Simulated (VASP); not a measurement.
Li2F3:

```
Li F
1.0
     3.72024    0.00000    0.00000
    -1.86012    3.22182    0.00000
     0.00000    0.00000    4.49185
Li F
2 3
Cartesian
  0.0000 2.1479 0.6199
  1.8601 1.0739 3.8720
  0.0000 0.0000 0.0000
  0.0000 2.1479 2.8074
  1.8601 1.0739 1.6844
```

| Property | Result |
| --- | --- |
| Program | VASP 6.6.1 |
| Task | relaxation of cell and atoms |
| Functional | PBE |
| Potentials or basis | VASP PAW PBE potentials, release 64 (Li_sv, F) |
| Cutoff | 600 eV |
| k mesh | 6 × 6 × 4 |
| Occupations | gaussian, width 0.1 eV |
| Spin | collinear spin, ferromagnetic start |
| Starting moments | [0.0, 0.0, 0.16, 0.47, 0.47] μB |

At the start: pressure -5.2 GPa; volume 10.77 Å³/atom.

Problem. Where does the relaxation end?

Solution. Over 39 steps the energy falls by 219.5 meV/atom and the volume is 9.68 Å³/atom (-10.1 %); space group P-3m1 (No. 164, to 0.05 Å); moment 1.00 μB per cell.

The path:
```csv
step,energy change (eV),largest force (eV/Å),pressure (GPa),volume (Å³)
1,0.0000,1.0818,-5.24,53.84
2,-0.2245,0.9997,-3.71,51.14
3,-0.5425,0.9083,5.91,43.52
4,-0.7229,0.6189,5.03,44.02
5,-0.8296,0.1392,4.46,44.73
6,-0.8742,0.0567,0.30,47.52
7,-0.8744,0.0677,0.07,47.72
8,-0.8759,0.0554,0.04,47.75
9,-0.8781,0.0540,0.03,47.83
10,-0.8782,0.0725,0.01,47.86
11,-0.8799,0.0695,-0.02,47.89
12,-0.8853,0.0605,-0.04,48.00
13,-0.9000,0.1221,0.10,48.16
14,-0.9325,0.3354,1.04,48.32
15,-0.7673,1.1467,5.88,48.01
16,-0.9182,0.5082,1.82,48.33
17,-0.9183,0.5087,1.82,48.33
18,-0.9186,0.5114,1.83,48.34
19,-0.9191,0.5157,1.86,48.36
20,-0.9202,0.5254,1.90,48.39
21,-0.9217,0.5458,1.99,48.46
22,-0.9226,0.5872,2.17,48.58
23,-0.9247,0.5821,2.14,48.62
24,-0.9311,0.5686,2.03,48.71
25,-0.9430,0.5430,1.83,48.89
26,-0.9639,0.4976,1.45,49.24
27,-0.9936,0.4281,0.78,49.91
28,-0.9947,0.3410,-0.47,51.10
29,-1.0044,0.3808,0.18,50.52
30,-1.0044,0.3748,0.10,50.60
31,-1.0119,0.3584,0.05,50.53
32,-1.0301,0.3102,-0.08,50.30
33,-1.0489,0.2262,-0.18,49.85
34,-1.0505,0.1946,-0.16,49.68
35,-1.0596,0.1677,-0.17,49.57
36,-1.0802,0.0959,-0.15,49.23
37,-1.0942,0.1198,-0.09,48.51
38,-1.0944,0.1051,-0.08,48.58
39,-1.0974,0.0298,0.15,48.41
```

Final structure:
```
Li F
1.0
     3.22385    0.00000    0.00000
    -1.61193    2.79194    0.00000
     0.00000    0.00000    5.37841
Li F
2 3
Direct
  0.33333 0.66667 0.24509
  0.66667 0.33333 0.75491
  0.00000 0.00000 0.00000
  0.33333 0.66667 0.66619
  0.66667 0.33333 0.33381
```

Caveat: the cutoff is under 1.25 times the usual one of these potentials, so pressure, stress and relaxed cells hold a basis-set (Pulay) error.
